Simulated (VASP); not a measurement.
# Se (Fd-3m) in VASP: further runs, part 2 of 2

VASP 6.6.1.

### Step 3. Single point, PBEsol (volume scaled by 0.78)

INCAR reads:

```
SYSTEM = Se
  PREC = Accurate
  ENCUT = 520
  EDIFF = 1E-6
  ISMEAR = -1
  SIGMA = 0.08
  LREAL = .False.
  LASPH = .True.
  NELM = 60
  ALGO = Normal
  ISIF = 2
  LWAVE = .False.
  LCHARG = .False.
  GGA = PS
  NBANDS = 13
```

KPOINTS reads:

```
regular mesh
0
Gamma
  11 11 11
  0 0 0
```

POSCAR reads:

```
Se
1.0
    0.0000000000      2.8636926842      2.8636926842
    2.8636926842      0.0000000000      2.8636926842
    2.8636926842      2.8636926842      0.0000000000
Se
2
Direct
   -0.1250000000     -0.1250000000     -0.1250000000
    0.1250000000      0.1250000000      0.1250000000
```

Potentials or basis: VASP PAW PBE potentials, release 64 (Se).

Run with:

```
> cat potpaw_PBE.64/Se/POTCAR > POTCAR
> mpirun -np 1 vasp_std > vasp.out
```

OUTCAR:

```text
SYSTEM = Se
   PREC = Accurate
   ENCUT = 520
   EDIFF = 1E-6
   ISMEAR = -1
   LREAL = .False.
   LASPH = .True.
   NELM = 60
   ISIF = 2
   GGA = PS

 ion  position               nearest neighbor table
   1  0.875  0.875  0.875-   2 2.48   2 2.48   2 2.48   2 2.48
   2  0.125  0.125  0.125-   1 2.48   1 2.48   1 2.48   1 2.48

  LATTYP: Found a face centered cubic cell.
 ALAT       =     5.7273853684

  Lattice vectors:

 A1 = (   0.0000000000,   2.8636926842,   2.8636926842)
 A2 = (   2.8636926842,   0.0000000000,   2.8636926842)
 A3 = (   2.8636926842,   2.8636926842,   0.0000000000)

Analysis of symmetry for initial positions (statically):
=====================================================================
 Subroutine PRICEL returns:
 Original cell was already a primitive cell.

 Routine SETGRP: Setting up the symmetry group for a
 face centered cubic supercell.

 Subroutine GETGRP returns: Found 48 space group operations
 (whereof 12 operations were pure point group operations)
 out of a pool of 48 trial point group operations.

The static configuration has the point symmetry D_3d.
 The point group associated with its full space group is O_h .

Analysis of symmetry for dynamics (positions and initial velocities):
=====================================================================
 Subroutine PRICEL returns:
 Original cell was already a primitive cell.

 Routine SETGRP: Setting up the symmetry group for a
 face centered cubic supercell.

 Subroutine GETGRP returns: Found 48 space group operations
 (whereof 12 operations were pure point group operations)
 out of a pool of 48 trial point group operations.

The dynamic configuration has the point symmetry D_3d.
 The point group associated with its full space group is O_h .

 Subroutine INISYM returns: Found 48 space group operations
 (whereof 12 operations are pure point group operations),
 and found     1 'primitive' translations

[... 119 lines left out ...]
   GGA     = PS    functional components
   LHFCALC =     F    Hartree Fock is set to
   AEXX    =    0.0000 exact exchange contribution
   IVDW    =     0    specifies the selected vdW correction
   LEPSILON=     F    determine dielectric tensor
   LRPA    =     F    only Hartree local field effects (RPA)
 non-spin polarized calculation
  energy-cutoff  :      520.00
  volume of cell :       46.97
 maximum number of plane-waves:      1295
 NGX is ok and might be reduce to    30
   NGX = 15   NGY = 15   NGZ = 15

 number of electron      11.9999999 magnetization

 Free energy of the ion-electron system (eV)
  ---------------------------------------------------
  ext. energy  EPLUGINS =         0.00000000
  ---------------------------------------------------
  free energy    TOTEN  =        -6.04140635 eV

  energy without entropy =       -6.00761095  energy(sigma->0) =       -6.02450865

 E-fermi :   4.8027     XC(G=0):  -9.6598

 val. band max:        4.7730620473   @ k =  -0.4545   0.1818   0.0000
 cond. band min:       4.8130429702   @ k =   0.3636   0.0000   0.0000
 fundamental gap:      0.0399809229
 Fermi energy:         4.8026616422

 k-point     1 :       0.0000    0.0000    0.0000
  band No.  band energies     occupation
      1     -12.7737      2.00000
      2      -4.3138      2.00000
      3       0.2820      2.00000
      4       0.2820      2.00000
      5       0.2820      2.00000
      6       3.5549      2.00000
      7       3.5549      2.00000
      8       3.5549      2.00000
      9       8.9339      0.00000
     10      12.0809      0.00000
     11      12.0809      0.00000
     12      14.3577      0.00000
     13      14.3577      0.00000
[... 354 lines left out ...]
  band No.  band energies     occupation
      1     -11.9732      2.00000
      2      -6.7180      2.00000
      3      -1.4694      2.00000
      4      -0.2953      2.00000
      5       1.2635      2.00000
      6       4.4569      1.97381
      7       4.5251      1.93962
      8       5.6869      0.00003
      9      10.5015      0.00000
     10      11.3544      0.00000
     11      11.7927      0.00000
     12      15.0747      0.00000
     13      16.3432      0.00000

 [... further k-points ...]

------------------------ aborting loop because EDIFF is reached ----------------------------------------

  FORCE on cell =-STRESS in cart. coord.  units (eV):
  Direction    XX          YY          ZZ          XY          YZ          ZX
  --------------------------------------------------------------------------------------
  -------------------------------------------------------------------------------------
  Total        5.3263714      5.3263714      5.3263714      0.0000000      0.0000000      0.0000000
  in kB      181.6907429    181.6907429    181.6907429      0.0000000      0.0000000      0.0000000
  external PRESSURE =     181.6907429 kB  Pullay stress =       0.0000000 kB

 VOLUME and BASIS-vectors are now :
 -----------------------------------------------------------------------------
  energy-cutoff  :      520.00
  volume of cell :       46.97
      direct lattice vectors                 reciprocal lattice vectors
     0.000000000  2.863692684  2.863692684    -0.174599741  0.174599741  0.174599741
     2.863692684  0.000000000  2.863692684     0.174599741 -0.174599741  0.174599741
     2.863692684  2.863692684  0.000000000     0.174599741  0.174599741 -0.174599741

 POSITION                                       TOTAL-FORCE (eV/Angst)
 -----------------------------------------------------------------------------------
      5.01146      5.01146      5.01146        -0.000000      0.000000     -0.000000
      0.71592      0.71592      0.71592         0.000000     -0.000000      0.000000
 -----------------------------------------------------------------------------------
    total drift:                               -0.000000      0.000000      0.000000

  FREE ENERGIE OF THE ION-ELECTRON SYSTEM (eV)
  ---------------------------------------------------
  free  energy   TOTEN  =        -6.0414063538 eV

  energy  without entropy=       -6.0076109496  energy(sigma->0) =       -6.02450865
```

OSZICAR:

```text
N       E                     dE             d eps       ncg     rms          rms(c)
DAV:   1     0.464529983888E+02    0.46453E+02   -0.50181E+03  1456   0.773E+02
DAV:   2    -0.341501740807E+01   -0.49868E+02   -0.46849E+02  1957   0.129E+02
DAV:   3    -0.603802011935E+01   -0.26230E+01   -0.25989E+01  1804   0.315E+01
DAV:   4    -0.605381679708E+01   -0.15797E-01   -0.15792E-01  1696   0.288E+00
DAV:   5    -0.605390808648E+01   -0.91289E-04   -0.91288E-04  1861   0.220E-01    0.980E+00
DAV:   6    -0.604500851870E+01    0.88996E-02   -0.39034E-03  1676   0.349E-01    0.587E+00
DAV:   7    -0.604151441196E+01    0.34941E-02   -0.68580E-03  1711   0.474E-01    0.638E-02
DAV:   8    -0.604140600621E+01    0.10841E-03   -0.38024E-04  1636   0.111E-01    0.190E-02
DAV:   9    -0.604140628335E+01   -0.27714E-06   -0.10624E-05  1846   0.192E-02    0.446E-03
DAV:  10    -0.604140635382E+01   -0.70471E-07   -0.34726E-07  1123   0.345E-03
   1 F= -.60414064E+01 E0= -.60245087E+01  d E =-.337954E-01
```

Wall time 22 s (1 thread of Intel Xeon Platinum 8259CL at 2.50GHz (Skylake/Cascade Lake), shared host); peak memory 0.18 GiB.

Results:

| Item | Value |
| --- | --- |
| Free energy | -6.0414 eV |
| Pressure | 18.2 GPa |
| Band gap on the k mesh | zero (band 6 reaches 5.32 eV, above the bottom of band 7 at 3.55 eV) |

Caveat: the cell differs from its parent crystal (volume scaled by 0.78); the PAW data sets were made with another functional, which shifts forces and pressure a little.

### Step 4. Single point, PBEsol (volume scaled by 0.88)

INCAR reads:

```
SYSTEM = Se
ALGO = Normal ; EDIFF = 1E-7
ENCUT = 520 ; GGA = PS
ISIF = 2 ; ISMEAR = -1
LASPH = .TRUE. ; LCHARG = .FALSE.
LREAL = .FALSE. ; LWAVE = .FALSE.
NBANDS = 13 ; NELM = 80
PREC = Accurate ; SIGMA = 0.08
```

KPOINTS reads:

```
k-points
0
G
  11 11 11
  0 0 0
```

POSCAR reads:

```
Se
1.0
    0.0000000000      2.9811861839      2.9811861839
    2.9811861839      0.0000000000      2.9811861839
    2.9811861839      2.9811861839      0.0000000000
Se
2
Direct
   -0.1250000000     -0.1250000000     -0.1250000000
    0.1250000000      0.1250000000      0.1250000000
```

Run with:

```
> cat potpaw_PBE.64/Se/POTCAR > POTCAR
> mpirun -np 1 vasp_std > vasp.out
```

It took 18 s on 1 thread of Intel Xeon Platinum 8259CL at 2.50GHz (Skylake/Cascade Lake), shared host; peak memory 0.18 GiB.

Results (log left out):

```yaml
Free_energy: -6.5035 eV
Pressure: 7.4 GPa
Band_gap_on_the_k_mesh: zero (band 6 reaches 3.84 eV, above the bottom of band 7 at 2.52 eV)
```

Levels at points of the mesh, in eV from the Fermi level:
```csv
k point,band 3,band 4,band 5,band 6,band 7,band 8,band 9,band 10
"(0.00, 0.00, 0.00)",-4.06,-4.06,-4.06,-1.04,-1.04,-1.04,4.14,7.41
```

Caveat: the cell differs from its parent crystal (volume scaled by 0.88); the PAW data sets were made with another functional, which shifts forces and pressure a little.

### Step 5. Single point, PBEsol

This run uses another cell than the first one, of 30.11 Å³/atom, 1.471 times its volume.

INCAR reads:

```
PREC = Accurate ; ENCUT = 520
EDIFF = 1E-7 ; ISMEAR = -1
SIGMA = 0.08 ; LREAL = F
LASPH = T ; NELM = 60
ALGO = Normal ; ISIF = 2
LWAVE = F ; LCHARG = F
GGA = PS ; NBANDS = 13
```

KPOINTS reads:

```
regular mesh
0
Gamma
  11 11 11
```

POSCAR reads:

```
Se
1.0
    0.0000000000      3.1109632143      3.1109632143
    3.1109632143      0.0000000000      3.1109632143
    3.1109632143      3.1109632143      0.0000000000
Se
2
Direct
   -0.1250000000     -0.1250000000     -0.1250000000
    0.1250000000      0.1250000000      0.1250000000
```

Run with:

```
> cat potpaw_PBE.64/Se/POTCAR > POTCAR
> mpirun -np 1 vasp_std > vasp.out
```

Wall time 27 s (1 thread of Intel Xeon Platinum 8259CL at 2.50GHz (Skylake/Cascade Lake), shared host); peak memory 0.21 GiB.

Results (log left out):

| Item | Value |
| --- | --- |
| Free energy | -6.6547 eV |
| Pressure | 0.1 GPa |
| Band gap on the k mesh | zero (band 6 reaches 2.63 eV, above the bottom of band 7 at 1.52 eV) |

Levels at points of the mesh, in eV from the Fermi level:
| k point | band 2 | band 3 | band 4 | band 5 | band 6 | band 7 | band 8 | band 9 | band 10 | band 11 |
| --- | --- | --- | --- | --- | --- | --- | --- | --- | --- | --- |
| (0.00, 0.00, 0.00) | -10.10 | -3.57 | -3.57 | -3.57 | -0.82 | -0.82 | -0.82 | 4.19 | 7.57 | 7.57 |

Caveat: the PAW data sets were made with another functional, which shifts forces and pressure a little.

### Step 6. Summary

```csv
cell,gap on the mesh (eV),pressure (GPa)
"a = 3.869 Å, angles 60.0°, 2 atoms",none,36.8
"a = 4.050 Å, angles 60.0°, 2 atoms",none,18.2
"a = 4.216 Å, angles 60.0°, 2 atoms",none,7.4
"a = 4.400 Å, angles 60.0°, 2 atoms",none,0.1
```

Alike in all rows: task single point; level PBEsol; potentials or basis VASP PAW PBE potentials, release 64 (Se); no spin polarisation; k mesh 11 × 11 × 11; cutoff (eV) 520; smearing fermi-dirac 0.08 eV.

Caveats: the PAW data sets were made with another functional, which shifts forces and pressure a little.

Absolute energies hang on the potentials; compare differences alone.
